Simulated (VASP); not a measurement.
Input of a VASP 6.6.1 run:

Contents of INCAR:

```
  ALGO = Normal
  EDIFF = 1E-6
  ENCUT = 520
  GGA = PS
  ISIF = 2
  ISMEAR = -1
  LASPH = T
  LCHARG = F
  LREAL = F
  LWAVE = F
  NBANDS = 16
  NELM = 100
  PREC = Accurate
  SIGMA = 0.05
```

KPOINTS

```
k-points
0
Gamma
  7 7 7
```

The input POSCAR:

```
HgTe
1.0
    0.0000000000      3.1488795465      3.1488795465
    3.1488795465      0.0000000000      3.1488795465
    3.1488795465      3.1488795465      0.0000000000
Hg Te
1 1
Direct
    0.0000000000      0.0000000000      0.0000000000
    0.7500000000      0.7500000000      0.7500000000
```

Potentials or basis: VASP PAW PBE potentials, release 64 (Hg, Te).

Command:

```bash
$ cat potpaw_PBE.64/Hg/POTCAR potpaw_PBE.64/Te/POTCAR > POTCAR
$ mpirun -np 1 vasp_std > vasp.out
```

Q: Estimate the pressure.

A: 5.6 GPa.

Q: Estimate the band gap on the k mesh.

A: Zero (filled and empty bands touch).

Caveat: the PAW data sets were made with another functional, which shifts forces and pressure a little; spin-orbit coupling is left out, which moves the levels of the heavy elements.
